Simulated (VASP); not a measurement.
# La2SbAs3 (P-6m2) in VASP: a series of runs, part 2 of 2

VASP 6.6.1. Earlier steps stand in the parts before.

**5. Single point, PBE**

This run uses another cell than the first one, of 26.27 Å³/atom.

Input file INCAR:

```
ALGO = Fast
EDIFF = 1E-6
ENCUT = 520
GGA = PE
ISIF = 2
ISMEAR = 0
LASPH = T
LCHARG = F
LREAL = F
LWAVE = F
NBANDS = 30
NELM = 100
PREC = Accurate
SIGMA = 0.1
```

Input file KPOINTS:

```
k-points
0
Gamma
  12 12 6
```

Input file POSCAR:

```
La2SbAs3
1.0
    4.7089937641      0.0000000000      0.0000000000
   -2.3544968820      4.0781082260      0.0000000000
    0.0000000000      0.0000000000      8.2065607620
La Sb As
2 1 3
Direct
    0.3333333333      0.6666666667      0.7643700958
    0.3333333333      0.6666666667      0.2356299042
    0.6666666667      0.3333333333      0.5000000000
    0.6666666667      0.3333333333      0.0000000000
    0.0000000000      0.0000000000      0.5000000000
    0.0000000000      0.0000000000      0.0000000000
```

Potentials or basis: VASP PAW PBE potentials, release 64 (La, Sb, As).

Launch:

```bash
cat potpaw_PBE.64/La/POTCAR potpaw_PBE.64/Sb/POTCAR potpaw_PBE.64/As/POTCAR > POTCAR
mpirun -np 1 vasp_std > vasp.out
```

OUTCAR:

```text
EDIFF = 1E-6
   ENCUT = 520
   GGA = PE
   ISIF = 2
   ISMEAR = 0
   LASPH = T
   LREAL = F
   NELM = 100
   PREC = Accurate

 ion  position               nearest neighbor table
   1  0.333  0.667  0.764-   3 3.48   3 3.48   3 3.48
   2  0.333  0.667  0.236-   3 3.48   3 3.48   3 3.48
   3  0.667  0.333  0.500-   5 2.72   5 2.72   5 2.72   2 3.48   1 3.48   2 3.48   1 3.48   1 3.48
                             2 3.48
   4  0.667  0.333  0.000-   6 2.72   6 2.72   6 2.72
   5  0.000  0.000  0.500-   3 2.72   3 2.72   3 2.72
   6  0.000  0.000  0.000-   4 2.72   4 2.72   4 2.72

  LATTYP: Found a hexagonal cell.
 ALAT       =     4.7089937641
 C/A-ratio  =     1.7427419048

  Lattice vectors:

 A1 = (   4.7089937641,   0.0000000000,   0.0000000000)
 A2 = (  -2.3544968820,   4.0781082260,   0.0000000000)
 A3 = (   0.0000000000,   0.0000000000,   8.2065607620)

Analysis of symmetry for initial positions (statically):
=====================================================================
 Subroutine PRICEL returns:
 Original cell was already a primitive cell.

[... 183 lines left out ...]
 fundamental gap:      0.0051028849
 Fermi energy:         7.5988678966

 k-point     1 :       0.0000    0.0000    0.0000
  band No.  band energies     occupation
      1     -25.5049      2.00000
      2     -25.4742      2.00000
      3      -9.6596      2.00000
      4      -9.1807      2.00000
      5      -9.1806      2.00000
      6      -9.1216      2.00000
[... 781 lines left out ...]
     29       9.3321      0.00000
     30       9.3569      0.00000

 [... further k-points ...]

------------------------ aborting loop because EDIFF is reached ----------------------------------------

  FORCE on cell =-STRESS in cart. coord.  units (eV):
  Direction    XX          YY          ZZ          XY          YZ          ZX
  --------------------------------------------------------------------------------------
  -------------------------------------------------------------------------------------
  Total        0.0540849      0.0540849     -0.0227340      0.0000000      0.0000000      0.0000000
  in kB        0.5498431      0.5498431     -0.2311209      0.0000000      0.0000000      0.0000000
  external PRESSURE =       0.2895218 kB  Pullay stress =       0.0000000 kB

 VOLUME and BASIS-vectors are now :
 -----------------------------------------------------------------------------
  energy-cutoff  :      520.00
  volume of cell :      157.60
      direct lattice vectors                 reciprocal lattice vectors
     4.708993764  0.000000000  0.000000000     0.212359593  0.122605868  0.000000000
    -2.354496882  4.078108226  0.000000000     0.000000000  0.245211737  0.000000000
     0.000000000  0.000000000  8.206560762     0.000000000  0.000000000  0.121853725

 POSITION                                       TOTAL-FORCE (eV/Angst)
 -----------------------------------------------------------------------------------
     -0.00000      2.71874      6.27285         0.000000      0.000000     -0.000459
     -0.00000      2.71874      1.93371         0.000000     -0.000000      0.000459
      2.35450      1.35937      4.10328         0.000000      0.000000      0.000000
      2.35450      1.35937      0.00000        -0.000000      0.000000      0.000000
      0.00000      0.00000      4.10328        -0.000000      0.000000      0.000000
      0.00000      0.00000      0.00000        -0.000000      0.000000      0.000000
 -----------------------------------------------------------------------------------
    total drift:                                0.000001     -0.000000     -0.000000

  FREE ENERGIE OF THE ION-ELECTRON SYSTEM (eV)
  ---------------------------------------------------
  free  energy   TOTEN  =       -32.6504142062 eV

  energy  without entropy=      -32.6323168139  energy(sigma->0) =      -32.64136551
```

stdout:

```text
POSCAR found type information on POSCAR LaSbAs
 POSCAR found :  3 types and       6 ions
 scaLAPACK will be used
 LDA part: xc-table for (Slater+PW92), standard interpolation
 POSCAR, INCAR and KPOINTS ok, starting setup
 FFT: planning ... GRIDC
 FFT: planning ... GRID_SOFT
 FFT: planning ... GRID
 WAVECAR not read
 entering main loop
WARNING in EDDRMM: call to ZHEGV failed, returncode =   8  4     18
WARNING in EDDRMM: call to ZHEGV failed, returncode =   8  4     25
WARNING in EDDRMM: call to ZHEGV failed, returncode =   6  3     11
WARNING in EDDRMM: call to ZHEGV failed, returncode =   8  4      9
WARNING in EDDRMM: call to ZHEGV failed, returncode =   8  4     14
WARNING in EDDRMM: call to ZHEGV failed, returncode =   8  4     16
WARNING in EDDRMM: call to ZHEGV failed, returncode =   8  4     13
WARNING in EDDRMM: call to ZHEGV failed, returncode =   6  3     13
WARNING in EDDRMM: call to ZHEGV failed, returncode =   8  4     16
WARNING in EDDRMM: call to ZHEGV failed, returncode =   8  4     25
[... 8 lines left out ...]
WARNING in EDDRMM: call to ZHEGV failed, returncode =   8  4     14
WARNING in EDDRMM: call to ZHEGV failed, returncode =   8  4     19
WARNING in EDDRMM: call to ZHEGV failed, returncode =   6  3     22
WARNING in EDDRMM: call to ZHEGV failed, returncode =   8  4     13
WARNING in EDDRMM: call to ZHEGV failed, returncode =   8  4     15
WARNING in EDDRMM: call to ZHEGV failed, returncode =   8  4     21
WARNING in EDDRMM: call to ZHEGV failed, returncode =   8  4     10
WARNING in EDDRMM: call to ZHEGV failed, returncode =   6  3     11
WARNING in EDDRMM: call to ZHEGV failed, returncode =   6  3     14
WARNING in EDDRMM: call to ZHEGV failed, returncode =   6  3     12
```

Run time: 34 min. Hardware: 1 thread of Oxide Virtual Turin-like, shared host; peak memory 0.53 GiB.

What came out:

```
Free energy            : -32.6504 eV
Pressure               : 0.0 GPa
Band gap on the k mesh : zero (bands 21 and 22 overlap by 2.12 eV)
```

Caveat: spin-orbit coupling is left out, which moves the levels of the heavy elements.

**6. Overview**

| task | cell | k mesh | cutoff (eV) | gap on the mesh (eV) | pressure (GPa) | largest force (eV/Å) |
| --- | --- | --- | --- | --- | --- | --- |
| single point | a = 4.722, b = 4.722, c = 8.102 Å, angles 90.0, 90.0, 120.0°, 6 atoms, atomic positions A | 6 × 6 × 2 | 520 | none | 0.2 | 0.01 |
| single point | a = 4.534, b = 4.534, c = 8.950 Å, angles 90.0, 90.0, 120.0°, 6 atoms, atomic positions B | 6 × 6 × 2 | 520 | none | 1.0 | 0.46 |
| relaxation of cell and atoms | relaxed from a = 4.534, b = 4.534, c = 8.950 Å, angles 90.0, 90.0, 120.0°, 6 atoms, atomic positions B | 6 × 6 × 2 | 600 | none | 0.0 | 0.04 |
| single point | a = 4.709, b = 4.709, c = 8.207 Å, angles 90.0, 90.0, 120.0°, 6 atoms, atomic positions C | 12 × 12 × 6 | 520 | none | 0.0 | - |

Alike in all rows: level PBE; potentials or basis VASP PAW PBE potentials, release 64 (La, Sb, As); no spin polarisation; smearing gaussian 0.1 eV.

Caveats: some runs use coarse meshes; spin-orbit coupling is left out, which moves the levels of the heavy elements; the stress differs along the axes, from -7 to 5 GPa (at least some runs).

Absolute energies hang on the potentials; compare differences alone.

The gap in the log of VASP goes by the Fermi energy; the results here count the filled bands.